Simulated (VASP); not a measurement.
TaSiBi: single point with r2SCAN

The system is TaSiBi.

```
Si Bi Ta
1.0
     3.68066    0.00000    0.00000
     0.00000    3.68066    0.00000
     0.00000    0.00000    8.26492
Si Bi Ta
2 2 2
Direct
  0.00000 0.00000 0.00000
  0.50000 0.50000 0.00000
  0.50000 0.00000 0.60900
  0.00000 0.50000 0.39100
  0.50000 0.00000 0.25600
  0.00000 0.50000 0.74400
```

| Property | Result |
| --- | --- |
| Program | VASP 6.6.1 |
| Task | single point |
| Functional | r2SCAN |
| Potentials or basis | VASP PAW PBE potentials, release 64 (Si, Bi_d, Ta_pv) |
| Cutoff | 520 eV |
| k mesh | 9 × 9 × 4 |
| Occupations | fermi-dirac, width 0.1 eV |
| Spin | no spin polarisation |
| Dipole correction | no |
| Further INCAR settings | ALGO = Normal; EDIFF = 1e-07; NBANDS = 39 |

- Pressure: 6.8 GPa
- Largest force: 3.935 eV/Å
- Band gap on the k mesh: zero (bands 30 and 31 overlap by 0.66 eV)

Forces on the atoms (eV/Å):
```
Si   0.000  0.000  0.000
Si   0.000  0.000  0.000
Bi   0.000  0.000  0.965
Bi   0.000  0.000 -0.965
Ta   0.000  0.000 -3.935
Ta   0.000  0.000  3.935
```

Stress tensor (GPa, compression positive):
```
9.45 0.00 0.00
0.00 9.45 0.00
0.00 0.00 1.60
```

Levels at points of the mesh, in eV from the Fermi level:
```csv
k point,band 26,band 27,band 28,band 29,band 30,band 31,band 32,band 33,band 34,band 35
"(0.00, 0.00, 0.00)",-2.44,-2.44,-0.71,-0.52,-0.52,0.57,0.69,0.81,0.91,2.62
"(0.00, 0.00, 0.50)",-2.95,-2.80,-1.36,0.17,0.58,0.58,0.80,0.93,0.95,1.44
```

Wall time 6.5 min on 1 thread of Intel(R) Xeon(R) Platinum 8488C (Sapphire Rapids), on a shared host, peak memory 0.34 GiB.

Caveat: the stress differs along the axes, from 2 to 9 GPa; the PAW data sets were made with another functional, which shifts forces and pressure a little; spin-orbit coupling is left out, which moves the levels of the heavy elements.
